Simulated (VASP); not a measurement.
Input of a VASP 6.6.1 run:

Contents of INCAR:

```
  PREC = Accurate
  ENCUT = 600
  EDIFF = 1E-6
  ISMEAR = 0
  SIGMA = 0.02
  LREAL = False
  LASPH = True
  NELM = 120
  ALGO = Normal
  ISIF = 2
  LWAVE = False
  LCHARG = True
  GGA = CA
  LELF = True
  LVHAR = True
  NBANDS = 11
  GGA_COMPAT = False
```

The input KPOINTS:

```
Automatic mesh
0
Gamma
  8 8 8
```

POSCAR

```
BeS
1.0
    0.0000000000      2.3740692694      2.3740692694
    2.3740692694      0.0000000000      2.3740692694
    2.3740692694      2.3740692694      0.0000000000
Be S
1 1
Direct
    0.0000000000      0.0000000000      0.0000000000
    0.2500000000      0.2500000000      0.2500000000
```

Potentials or basis: VASP PAW LDA potentials, release 64 (Be, S).

Run with:

```console
$ cat potpaw_LDA.64/Be/POTCAR potpaw_LDA.64/S/POTCAR > POTCAR
$ mpirun -np 1 vasp_std > vasp.out
```

Task: Predict the band gap on the k mesh.

Result: 2.76 eV (least direct gap 5.51 eV).

Task: Estimate the pressure.

Result: 3.3 GPa.

Caveat: the cell differs from its parent crystal (strained cell); the cell stands under pressure. A k mesh can miss the band edges.
